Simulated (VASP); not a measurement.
Runs of VASP 6.6.1 on BeTe. The structure is that of space group F-43m (No. 216), or close to it. The cells are those of the table. 

| task | level | cell | k mesh | cutoff (eV) | smearing | dipole correction | grid for exact exchange (PRECFOCK) | share of exact exchange | screening parameter | gap on the mesh (eV) | pressure (GPa) | relaxed volume (Å³/atom) |
| --- | --- | --- | --- | --- | --- | --- | --- | --- | --- | --- | --- | --- |
| single point | HSE06 | a = 3.917 Å, angles 60.0°, 2 atoms | 6 × 6 × 6 | 520 | fermi-dirac 0.05 eV | no | Normal | 0.25 | 0.2079 1/Å | 2.50 | 3.1 | - |
| single point | B3LYP | a = 3.994 Å, angles 60.0°, 2 atoms | 4 × 4 × 4 | 520 | fermi-dirac 0.05 eV | no | Normal | 0.2 | - | 3.37 | 2.1 | - |
| single point | B3LYP | a = 3.864 Å, angles 60.0°, 2 atoms | 4 × 4 × 4 | 520 | fermi-dirac 0.05 eV | no | Normal | 0.2 | - | 3.13 | 9.7 | - |
| single point | B3LYP | a = 3.943 Å, angles 60.0°, 2 atoms | 4 × 4 × 4 | 520 | fermi-dirac 0.05 eV | no | Normal | 0.2 | - | 3.28 | 4.7 | - |
| single point | B3LYP | a = 3.837 Å, angles 60.0°, 2 atoms | 4 × 4 × 4 | 520 | fermi-dirac 0.05 eV | no | Normal | 0.2 | - | 3.08 | 11.7 | - |
| relaxation of cell and atoms | rSCAN | relaxed from a = 3.851 Å, angles 60.0°, 2 atoms | 6 × 6 × 6 | 380 | gaussian 0.03 eV | - | - | - | - | 2.34 | 0.0 | 22.64 |
| single point | B3LYP | a = 3.969 Å, angles 60.0°, 2 atoms | 4 × 4 × 4 | 520 | fermi-dirac 0.05 eV | no | Normal | 0.2 | - | 3.33 | 3.3 | - |
| single point | B3LYP | a = 3.891 Å, angles 60.0°, 2 atoms | 4 × 4 × 4 | 520 | fermi-dirac 0.05 eV | no | Normal | 0.2 | - | 3.19 | (b) | - |
| single point | B3LYP | a = 3.917 Å, angles 60.0°, 2 atoms | 4 × 4 × 4 | 520 | fermi-dirac 0.05 eV | no | Normal | 0.2 | - | 3.24 | (a) | - |
| relaxation of cell and atoms | rSCAN | relaxed from a = 3.851 Å, angles 60.0°, 2 atoms | 9 × 9 × 9 | 650 | gaussian 0.03 eV | - | - | - | - | 2.37 | 0.0 | 22.63 |

Alike in all rows: potentials or basis VASP PAW PBE potentials, release 64 (Te, Be); no spin polarisation.

Estimate the missing entries.

(a) 6.2; (b) 7.9.

Caveats: some runs use coarse meshes; the PAW data sets were made with another functional, which shifts forces and pressure a little; spin-orbit coupling is left out, which moves the levels of the heavy elements; the cell stands under pressure (at least some runs); an odd mesh through Γ misses points on the zone boundary, where band edges can lie (at least some runs).

A k mesh can miss the band edges, and the runs leave out spin-orbit coupling on Te.
